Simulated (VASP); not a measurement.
Input of a VASP 6.6.1 run:

INCAR

```
SYSTEM = MgCd3Se4
PREC = Accurate
ENCUT = 600
EDIFF = 1E-6
ISMEAR = 0
SIGMA = 0.1
LREAL = .FALSE.
LASPH = .TRUE.
NELM = 80
ALGO = Normal
ISIF = 3
LWAVE = .FALSE.
LCHARG = .FALSE.
GGA = PE
IBRION = 2
NSW = 90
EDIFFG = -0.04
```

The input KPOINTS:

```
Automatic mesh
0
G
  4 4 4
  0 0 0
```

File POSCAR:

```
MgCd3Se4
1.0
   -2.9338280100      2.9338280100      5.8676560200
    2.9338280100     -2.9338280100      5.8676560200
    2.9338280100      2.9338280100     -5.8676560200
Mg Cd Se
1 3 4
Direct
    0.5000000000      0.5000000000      0.0000000000
    0.7500000000      0.2500000000      0.5000000000
    0.2500000000      0.7500000000      0.5000000000
    0.0000000000      0.0000000000      0.0000000000
    0.5000000000      0.0000000000      0.5000000000
    0.0000000000      0.5000000000      0.5000000000
    0.2500000000      0.2500000000      0.0000000000
    0.7500000000      0.7500000000      0.0000000000
```

Potentials or basis: VASP PAW PBE potentials, release 64 (Mg, Cd, Se).

Run with:

```console
$ cat potpaw_PBE.64/Mg/POTCAR potpaw_PBE.64/Cd/POTCAR potpaw_PBE.64/Se/POTCAR > POTCAR
$ mpirun -np 1 vasp_std > vasp.out
```

Estimate the relaxed cell.

a = 6.983 Å, b = 6.983 Å, c = 6.983 Å, α = 131.91°, β = 131.91°, γ = 70.38°.

What does it give for the relaxed volume?

23.10 Å³/atom.

Estimate the space group after relaxing (to 0.05 Å).

I4/mmm (No. 139).

Estimate the band gap on the k mesh.

zero (band 31 reaches 2.50 eV, above the bottom of band 32 at 2.09 eV).

Step by step:
| step | energy change (eV) | largest force (eV/Å) | pressure (GPa) | volume (Å³) |
| --- | --- | --- | --- | --- |
| 1 | 0.0000 | 0.2008 | -4.36 | 202.02 |
| 2 | -0.2517 | 0.2644 | 0.80 | 182.57 |
| 3 | -0.2569 | 0.2564 | 0.06 | 184.77 |
| 4 | -0.2568 | 0.2551 | -0.05 | 185.11 |
| 5 | -0.2624 | 0.2141 | -0.06 | 185.06 |
| 6 | -0.2734 | 0.0923 | -0.04 | 184.92 |
| 7 | -0.2692 | 0.1537 | 0.07 | 184.64 |
| 8 | -0.2759 | 0.0000 | -0.02 | 184.81 |

Caveat: the k points lie up to 0.39 Å⁻¹ apart in the final cell.
